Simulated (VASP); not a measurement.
# Re (P6_3/mmc) in VASP: a series of runs

Aim: see how the results for Re move with the level of theory and the settings. Levels: revPBE+D4, BLYP+D3(BJ), PBE, BLYP+D4, revPBE+D3(BJ). Tasks: single point, relaxation of cell and atoms.

Everything below comes from runs of VASP 6.6.1. Logs are shortened: lines on timing, memory, paths and dates and some standing lists are left out, and cuts for length are marked.

## Step 1: The cell of the first run

Symmetry: P6_3/mmc, No. 194, hexagonal system. The conventional cell has a = 2.755 Å, b = 2.755 Å, c = 4.454 Å, α = 90.00°, β = 90.00°, γ = 120.00°. Re (site symmetry -6m2) has 12 Re at 2.74 to 2.76 Å within 3.6 Å.

## Step 2: Single point, revPBE+D4

File INCAR:

```
SYSTEM = Re
ALGO     = Normal         ! electronic algorithm
EDIFF    = 1E-6           ! SCF threshold, eV
ENCUT    = 520            ! plane-wave cutoff, eV
GGA      = RE             ! functional
ISIF     = 2              ! what is computed and relaxed
ISMEAR   = -1             ! smearing method
IVDW     = 13             ! dispersion correction
LASPH    = .TRUE.         ! aspherical terms in the spheres
LCHARG   = .FALSE.        ! write CHGCAR
LREAL    = .FALSE.        ! projectors in reciprocal space
LWAVE    = .FALSE.        ! write WAVECAR
NBANDS   = 14             ! bands
NELM     = 100            ! most SCF steps
PREC     = Accurate       ! precision mode
SIGMA    = 0.05           ! smearing width, eV
```

File KPOINTS:

```
k-points
0
G
  11 11 6
  0 0 0
```

File POSCAR:

```
Re
1.0
    2.7554013240      0.0000000000      0.0000000000
   -1.3777006620      2.3862475442      0.0000000000
    0.0000000000      0.0000000000      4.4539625588
Re
2
Direct
    0.6666666667      0.3333333333      0.7500000000
    0.3333333333      0.6666666667      0.2500000000
```

Potentials or basis: VASP PAW PBE potentials, release 64 (Re).

Launch:

```console
> cat potpaw_PBE.64/Re/POTCAR > POTCAR
> mpirun -np 1 vasp_std > vasp.out
```

OUTCAR:

```text
SYSTEM = Re
   EDIFF = 1E-6
   ENCUT = 520
   GGA = RE
   ISIF = 2
   ISMEAR = -1
   IVDW = 13
   LASPH = .TRUE.
   LREAL = .FALSE.
   NELM = 100
   PREC = Accurate

 ion  position               nearest neighbor table
   1  0.667  0.333  0.750-   2 2.74   2 2.74   2 2.74   2 2.74   2 2.74   2 2.74
   2  0.333  0.667  0.250-   1 2.74   1 2.74   1 2.74   1 2.74   1 2.74   1 2.74

  LATTYP: Found a hexagonal cell.
 ALAT       =     2.7554013240
 C/A-ratio  =     1.6164478546

  Lattice vectors:

 A1 = (   2.7554013240,   0.0000000000,   0.0000000000)
 A2 = (  -1.3777006620,   2.3862475442,   0.0000000000)
 A3 = (   0.0000000000,   0.0000000000,   4.4539625588)

Analysis of symmetry for initial positions (statically):
=====================================================================
 Subroutine PRICEL returns:
 Original cell was already a primitive cell.

 Routine SETGRP: Setting up the symmetry group for a
 hexagonal supercell.

 Subroutine GETGRP returns: Found 24 space group operations
 (whereof 12 operations were pure point group operations)
 out of a pool of 24 trial point group operations.

The static configuration has the point symmetry D_3d.
 The point group associated with its full space group is D_6h.

Analysis of symmetry for dynamics (positions and initial velocities):
=====================================================================
 Subroutine PRICEL returns:
 Original cell was already a primitive cell.

 Routine SETGRP: Setting up the symmetry group for a
 hexagonal supercell.

 Subroutine GETGRP returns: Found 24 space group operations
 (whereof 12 operations were pure point group operations)
 out of a pool of 24 trial point group operations.

The dynamic configuration has the point symmetry D_3d.
 The point group associated with its full space group is D_6h.

 Subroutine INISYM returns: Found 24 space group operations
 (whereof 12 operations are pure point group operations),
 and found     1 'primitive' translations

----------------------------------------------------------------------------------------

                                     Primitive cell

  volume of cell :      29.2851

  direct lattice vectors                    reciprocal lattice vectors
     2.755401324  0.000000000  0.000000000     0.362923539  0.209534003  0.000000000
    -1.377700662  2.386247544  0.000000000     0.000000000  0.419068006  0.000000000
     0.000000000  0.000000000  4.453962559     0.000000000  0.000000000  0.224519175

  length of vectors
     2.755401324  2.755401324  4.453962559     0.419068006  0.419068006  0.224519175

  position of ions in fractional coordinates (direct lattice)
     0.666666667  0.333333333  0.750000000
     0.333333333  0.666666667  0.250000000

  ion indices of the primitive-cell ions
   primitive index   ion index
                 1           1
                 2           2

----------------------------------------------------------------------------------------

 KPOINTS: k-points

Automatic generation of k-mesh.
 Grid dimensions read from file:
 generate k-points for:   11   11    6

 Generating k-lattice:

  Cartesian coordinates                     Fractional coordinates (reciprocal lattice)
     0.032993049  0.019048546  0.000000000     0.090909091  0.000000000  0.000000000
     0.000000000  0.038097091  0.000000000     0.000000000  0.090909091  0.000000000
     0.000000000  0.000000000  0.037419863     0.000000000  0.000000000  0.166666667

  Length of vectors
     0.038097091  0.038097091  0.037419863

  Shift w.r.t. Gamma in fractional coordinates (k-lattice)
     0.000000000  0.000000000  0.000000000

 Subroutine IBZKPT returns following result:
 ===========================================

 Found     64 irreducible k-points:

 Following reciprocal coordinates:
            Coordinates               Weight
  0.000000  0.000000  0.000000      1.000000
  0.090909  0.000000  0.000000      6.000000
  0.181818  0.000000  0.000000      6.000000
  0.272727  0.000000  0.000000      6.000000
  0.363636  0.000000  0.000000      6.000000
  0.454545  0.000000  0.000000      6.000000
[... 16 lines left out ...]
  0.090909  0.090909  0.166667     12.000000
  0.181818  0.090909  0.166667     24.000000
 [... further k-points ...]
   k-points           NKPTS =     64   k-points in BZ     NKDIM =     64   number of bands    NBANDS=     14
   number of dos      NEDOS =    301   number of ions     NIONS =      2
   total plane-waves  NPLWV =  14400
   dimension x,y,z NGX =    20 NGY =   20 NGZ =   36
   dimension x,y,z NGXF=    40 NGYF=   40 NGZF=   72
   ions per type =               2
   NGX,Y,Z   is equivalent  to a cutoff of  12.07, 12.07, 13.44 a.u.
   NGXF,Y,Z  is equivalent  to a cutoff of  24.13, 24.13, 26.87 a.u.
 SYSTEM =  Re
   PREC   = accura    normal or accurate (medium, high low for compatibility)
   ISTART =      0    job   : 0-new  1-cont  2-samecut
   ICHARG =      2    charge: 1-file 2-atom 10-const
   ISPIN  =      1    spin polarized calculation?
   LNONCOLLINEAR =      F non collinear calculations
   LSORBIT =      F    spin-orbit coupling
   LASPH  =      T    aspherical Exc in radial PAW
   ENCUT  =  520.0 eV  38.22 Ry    6.18 a.u.   5.12  5.12  8.28*2*pi/ulx,y,z
   NELM   =    100;   NELMIN=  2; NELMDL= -5     # of ELM steps
   EDIFF  = 0.1E-05   stopping-criterion for ELM
   LREAL  =      F    real-space projection
   EDIFFG = 0.1E-04   stopping-criterion for IOM
   NSW    =      0    number of steps for IOM
   IBRION =     -1    ionic relax: 0-MD 1-quasi-New 2-CG
   NFREE  =      0    steps in history (QN), initial steepest desc. (CG)
   ISIF   =      2    stress and relaxation
   ISYM   =      2    0-nonsym 1-usesym 2-fastsym
   POTIM  = 0.5000    time-step for ionic-motion
   TEBEG  =    0.0;   TEEND  =   0.0 temperature during run
   PSTRESS=    0.0 pullay stress
   NELECT =      14.0000    total number of electrons
   NUPDOWN=      -1.0000    fix difference up-down
   EMIN   =  10.00;   EMAX   =-10.00  energy-range for DOS
   EFERMI =   0.00;   METHOD = LEGACY
   ISMEAR =    -1;   SIGMA  =   0.05  broadening in eV -4-tet -1-fermi 0-gaus
   EFERMI_NEDOS =   21; number of points for ismear=-14 and -15
   IALGO  =     38    algorithm
   IMIX   =      4    mixing-type and parameters
     AMIX     =   0.40;   BMIX     =  1.00
     AMIX_MAG =   1.60;   BMIX_MAG =  1.00
  volume/ion in A,a.u.               =      14.64        98.81
  Fermi-wavevector in a.u.,A,eV,Ry     =   1.280074  2.418990 22.294376  1.638590
  Thomas-Fermi vector in A             =   2.412523
   LORBIT       =      0    0 simple, 1 ext, 2 COOP (PROOUT), +10 PAW based schemes
   GGA     = RE    functional components
   LHFCALC =     F    Hartree Fock is set to
   AEXX    =    0.0000 exact exchange contribution
   IVDW    =    13    specifies the selected vdW correction
   LEPSILON=     F    determine dielectric tensor
   LRPA    =     F    only Hartree local field effects (RPA)
 non-spin polarized calculation
  energy-cutoff  :      520.00
  volume of cell :       29.29
 maximum number of plane-waves:       808
   NGX = 11   NGY = 11   NGZ = 17

 number of electron      14.0000001 magnetization

 Free energy of the ion-electron system (eV)
  ---------------------------------------------------
  ext. energy  EPLUGINS =         0.00000000
  ---------------------------------------------------
  free energy    TOTEN  =       -23.85883272 eV

  energy without entropy =      -23.84495001  energy(sigma->0) =      -23.85189137

 E-fermi :   8.0109     XC(G=0): -13.7390

 val. band max:        7.9954076196   @ k =   0.1818   0.0000   0.1667
 cond. band min:       8.0570519484   @ k =   0.3636   0.1818   0.3333
 fundamental gap:      0.0616443288
 Fermi energy:         8.0109328122

 k-point     1 :       0.0000    0.0000    0.0000
  band No.  band energies     occupation
      1      -1.8942      2.00000
      2       1.3449      2.00000
      3       6.4013      2.00000
      4       6.4143      2.00000
      5       6.4143      2.00000
      6       7.2545      2.00000
      7       7.2545      2.00000
      8       8.2005      0.04417
      9       8.2005      0.04417
     10       8.6042      0.00001
     11      11.3872      0.00000
     12      11.3872      0.00000
     13      18.0848      0.00000
     14      22.1302      0.00000

 k-point     2 :       0.0909    0.0000    0.0000
  band No.  band energies     occupation
      1      -1.5564      2.00000
      2       1.6593      2.00000
      3       5.7719      2.00000
      4       6.7256      2.00000
      5       6.8999      2.00000
      6       7.0650      2.00000
      7       7.3697      1.99999
      8       7.5486      1.99981
      9       7.9469      1.56508
     10       8.1373      0.14783
     11      11.5563      0.00000
     12      12.7043      0.00000
     13      18.0611      0.00000
     14      22.8725      0.00000

 k-point     3 :       0.1818    0.0000    0.0000
  band No.  band energies     occupation
      1      -0.6252      2.00000
      2       2.4033      2.00000
      3       5.0993      2.00000
      4       5.7193      2.00000
      5       6.4495      2.00000
      6       7.3843      1.99999
      7       7.6296      1.99903
      8       7.7108      1.99507
      9       7.7492      1.98941
     10       8.3951      0.00092
     11      11.8862      0.00000
     12      14.9149      0.00000
     13      17.8507      0.00000
     14      24.3373      0.00000
[... 324 lines left out ...]
 k-point    23 :       0.0909    0.0909    0.1667
  band No.  band energies     occupation
      1      -0.6204      2.00000
      2       2.2679      2.00000
      3       5.2704      2.00000
      4       5.4916      2.00000
      5       6.4215      2.00000
      6       6.9456      2.00000
      7       7.1605      2.00000
      8       7.7432      1.99060
      9       8.4870      0.00015
     10       8.5262      0.00007
     11      11.6526      0.00000
     12      13.4432      0.00000
     13      19.3350      0.00000
     14      23.5575      0.00000

 k-point    24 :       0.1818    0.0909    0.1667
  band No.  band energies     occupation
      1       0.4358      2.00000
      2       3.0597      2.00000
      3       4.4168      2.00000
      4       4.7657      2.00000
      5       6.0414      2.00000
      6       6.7355      2.00000
      7       7.3529      2.00000
      8       8.2996      0.00620
      9       9.0212      0.00000
     10       9.4130      0.00000
     11      11.7873      0.00000
     12      14.8618      0.00000
     13      19.2433      0.00000
     14      23.9963      0.00000

 [... further k-points ...]

------------------------ aborting loop because EDIFF is reached ----------------------------------------

  DFT-D4 for vdW energy calculation

  Edisp (eV):   -2.05258

  FORCE on cell =-STRESS in cart. coord.  units (eV):
  Direction    XX          YY          ZZ          XY          YZ          ZX
  --------------------------------------------------------------------------------------
  -------------------------------------------------------------------------------------
  Total      -0.08895    -0.08895    -0.11971     0.00000     0.00000    -0.00000
  in kB      -4.86647    -4.86647    -6.54930     0.00000     0.00000    -0.00000
  external pressure =       -5.43 kB  Pullay stress =        0.00 kB

 VOLUME and BASIS-vectors are now :
 -----------------------------------------------------------------------------
  energy-cutoff  :      520.00
  volume of cell :       29.29
      direct lattice vectors                 reciprocal lattice vectors
     2.755401324  0.000000000  0.000000000     0.362923539  0.209534003  0.000000000
    -1.377700662  2.386247544  0.000000000     0.000000000  0.419068006  0.000000000
     0.000000000  0.000000000  4.453962559     0.000000000  0.000000000  0.224519175

 POSITION                                       TOTAL-FORCE (eV/Angst)
 -----------------------------------------------------------------------------------
      1.37770      0.79542      3.34047         0.000000     -0.000000      0.000000
     -0.00000      1.59083      1.11349        -0.000000      0.000000      0.000000
 -----------------------------------------------------------------------------------
    total drift:                               -0.000000      0.000000     -0.000000

  FREE ENERGIE OF THE ION-ELECTRON SYSTEM (eV)
  ---------------------------------------------------
  free  energy   TOTEN  =       -25.9114149790 eV

  energy  without entropy=      -25.8975322749  energy(sigma->0) =      -25.90447363
```

Wall time 56 s (1 thread of Intel Xeon 8259CL, shared host); peak memory 0.12 GiB.

What came out:

```
Free energy                : -25.9114 eV
Pressure                   : -0.5 GPa
Band gap on the k mesh     : zero (bands 7 and 8 overlap by 3.07 eV)
Dispersion energy per atom : -1.026 eV
```

Levels at points of the mesh, in eV from the Fermi level:
```
           k point  band 3  band 4  band 5  band 6  band 7  band 8  band 9  band 10  band 11  band 12
(0.00, 0.00, 0.00)   -1.61   -1.60   -1.60   -0.76   -0.76    0.19    0.19     0.59     3.38     3.38
(0.00, 0.00, 0.50)   -2.41   -2.41   -1.72   -1.72   -1.72   -1.72    2.56     2.56     2.56     2.56
```

Caveat: the dispersion term is far too large for a dense solid, which distorts pressure and volume; the PAW data sets were made with another functional, which shifts forces and pressure a little; spin-orbit coupling is left out, which moves the levels of the heavy elements.

## Step 3: Single point, BLYP+D3(BJ)

This run uses another cell than the first one, of 14.77 Å³/atom.

File INCAR:

```
SYSTEM = Re
PREC     = Accurate       ! precision mode
ENCUT    = 520            ! plane-wave cutoff, eV
EDIFF    = 1E-6           ! SCF threshold, eV
ISMEAR   = -1             ! smearing method
SIGMA    = 0.05           ! smearing width, eV
LREAL    = .False.        ! projectors in reciprocal space
LASPH    = .True.         ! aspherical terms in the spheres
NELM     = 100            ! most SCF steps
ALGO     = Normal         ! electronic algorithm
ISIF     = 2              ! what is computed and relaxed
LWAVE    = .False.        ! write WAVECAR
LCHARG   = .True.         ! write CHGCAR
GGA      = B5             ! functional
ALDAX    = 1.0          
AGGAX    = 1.0          
AGGAC    = 1.0          
ALDAC    = 0.0          
IVDW     = 12             ! dispersion correction
VDW_S6   = 1.0          
VDW_S8   = 2.6996       
VDW_A1   = 0.4298       
VDW_A2   = 4.2359       
LELF     = .True.         ! ELF
LVHAR    = .True.       
NBANDS   = 14             ! bands
```

File KPOINTS:

```
Automatic mesh
0
Gamma
  11 11 6
  0 0 0
```

File POSCAR:

```
Re
1.0
    2.7664697047      0.0000000000      0.0000000000
   -1.3832348524      2.3958330431      0.0000000000
    0.0000000000      0.0000000000      4.4581669842
Re
2
Direct
    0.6666666667      0.3333333333      0.7500000000
    0.3333333333      0.6666666667      0.2500000000
```

Potentials or basis: VASP PAW PBE potentials, release 64 (Re).

Launch:

```console
> cat potpaw_PBE.64/Re/POTCAR > POTCAR
> mpirun -np 1 vasp_std > vasp.out
```

It took 86 s on 1 thread of Intel Xeon 8259CL, shared host; peak memory 0.15 GiB.

The run converged. Its results:

| Item | Value |
| --- | --- |
| Free energy | -24.6095 eV |
| Pressure | 2.4 GPa |
| Band gap on the k mesh | zero (bands 7 and 8 overlap by 3.34 eV) |
| Dispersion energy per atom | -1.587 eV |

Stress tensor (GPa, compression positive):
```
2.43 0.00 0.00
0.00 2.43 0.00
0.00 0.00 2.30
```

Levels at points of the mesh, in eV from the Fermi level:
| k point | band 4 | band 5 | band 6 | band 7 | band 8 | band 9 | band 10 | band 11 |
| --- | --- | --- | --- | --- | --- | --- | --- | --- |
| (0.00, 0.00, 0.00) | -1.64 | -1.62 | -0.81 | -0.81 | 0.09 | 0.09 | 0.93 | 3.27 |
| (0.00, 0.00, 0.50) | -2.34 | -1.77 | -1.77 | -1.77 | -1.77 | 2.45 | 2.45 | 2.45 |

Caveat: the dispersion term is far too large for a dense solid, which distorts pressure and volume; the PAW data sets were made with another functional, which shifts forces and pressure a little; spin-orbit coupling is left out, which moves the levels of the heavy elements.

## Step 4: Single point, PBE

This run uses another cell than the first one, of 14.71 Å³/atom.

File INCAR:

```
PREC     = Accurate       # precision mode
ENCUT    = 520            # plane-wave cutoff, eV
EDIFF    = 1E-6           # SCF threshold, eV
ISMEAR   = 0              # smearing method
SIGMA    = 0.027000000000000003 # smearing width, eV
LREAL    = False          # projectors in reciprocal space
LASPH    = True           # aspherical terms in the spheres
NELM     = 80             # most SCF steps
ALGO     = Normal         # electronic algorithm
ISIF     = 2              # what is computed and relaxed
LWAVE    = False          # write WAVECAR
LCHARG   = False          # write CHGCAR
GGA      = PE             # functional
NBANDS   = 14             # bands
```

File KPOINTS:

```
regular mesh
0
Gamma
  11 11 6
```

File POSCAR:

```
Re
1.0
    2.7608000000      0.0000000000      0.0000000000
   -1.3804000000      2.3909229348      0.0000000000
    0.0000000000      0.0000000000      4.4582000000
Re
2
Direct
    0.6666666667      0.3333333333      0.7500000000
    0.3333333333      0.6666666667      0.2500000000
```

Launch:

```console
> cat potpaw_PBE.64/Re/POTCAR > POTCAR
> mpirun -np 1 vasp_std > vasp.out
```

It took 56 s on 1 thread of Intel Xeon 8259CL, shared host; peak memory 0.14 GiB.

Results (log left out):

```
Free energy            : -24.8403 eV
Pressure               : 5.4 GPa
Band gap on the k mesh : zero (bands 7 and 8 overlap by 3.05 eV)
```

Stress tensor (GPa, compression positive):
```
5.75 0.00 0.00
0.00 5.75 0.00
0.00 0.00 4.79
```

Levels at points of the mesh, in eV from the Fermi level:
| k point | band 4 | band 5 | band 6 | band 7 | band 8 | band 9 | band 10 | band 11 |
| --- | --- | --- | --- | --- | --- | --- | --- | --- |
| (0.00, 0.00, 0.00) | -1.60 | -1.60 | -0.77 | -0.77 | 0.16 | 0.16 | 0.59 | 3.34 |
| (0.00, 0.00, 0.50) | -2.41 | -1.73 | -1.73 | -1.73 | -1.73 | 2.52 | 2.52 | 2.52 |

Caveat: the cell stands under pressure; spin-orbit coupling is left out, which moves the levels of the heavy elements.

## Step 5: Single point, BLYP+D4

This run uses another cell than the first one, of 14.92 Å³/atom.

File INCAR:

```
PREC = Accurate
ENCUT = 520
EDIFF = 1E-6
ISMEAR = -1
SIGMA = 0.05
LREAL = False
LASPH = True
NELM = 60
ALGO = Normal
ISIF = 2
LWAVE = False
LCHARG = True
GGA = B5
ALDAX = 1.0
AGGAX = 1.0
AGGAC = 1.0
ALDAC = 0.0
IVDW = 13
VDW_S6 = 1.0
VDW_S8 = 2.34076671
VDW_A1 = 0.44488865
VDW_A2 = 4.0933009
LELF = True
LVHAR = True
NBANDS = 14
```

File KPOINTS:

```
Automatic mesh
0
Gamma
  11 11 6
```

File POSCAR:

```
Re
1.0
    2.7758872479      0.0000000000      0.0000000000
   -1.3879436239      2.4039888747      0.0000000000
    0.0000000000      0.0000000000      4.4729190808
Re
2
Direct
    0.6666666667      0.3333333333      0.7500000000
    0.3333333333      0.6666666667      0.2500000000
```

Launch:

```console
> cat potpaw_PBE.64/Re/POTCAR > POTCAR
> mpirun -np 1 vasp_std > vasp.out
```

Wall time 73 s (1 thread of Intel Xeon 8259CL, shared host); peak memory 0.14 GiB.

It converged, with:

- Free energy: -24.1109 eV
- Pressure: 2.2 GPa
- Band gap on the k mesh: zero (bands 7 and 8 overlap by 3.28 eV)
- Dispersion energy per atom: -1.321 eV

Stress tensor (GPa, compression positive):
```
2.27 0.00 0.00
0.00 2.27 0.00
0.00 0.00 2.15
```

Levels at points of the mesh, in eV from the Fermi level:
```
           k point  band 3  band 4  band 5  band 6  band 7  band 8  band 9  band 10  band 11  band 12
(0.00, 0.00, 0.00)   -1.61   -1.61   -1.59   -0.80   -0.80    0.09    0.09     0.91     3.23     3.23
(0.00, 0.00, 0.50)   -2.31   -2.31   -1.74   -1.74   -1.74   -1.74    2.41     2.41     2.41     2.41
```

Caveat: the dispersion term is far too large for a dense solid, which distorts pressure and volume; the PAW data sets were made with another functional, which shifts forces and pressure a little; spin-orbit coupling is left out, which moves the levels of the heavy elements.

[end of part 1 of 2]

The gap in the log of VASP goes by the Fermi energy; the results here count the filled bands.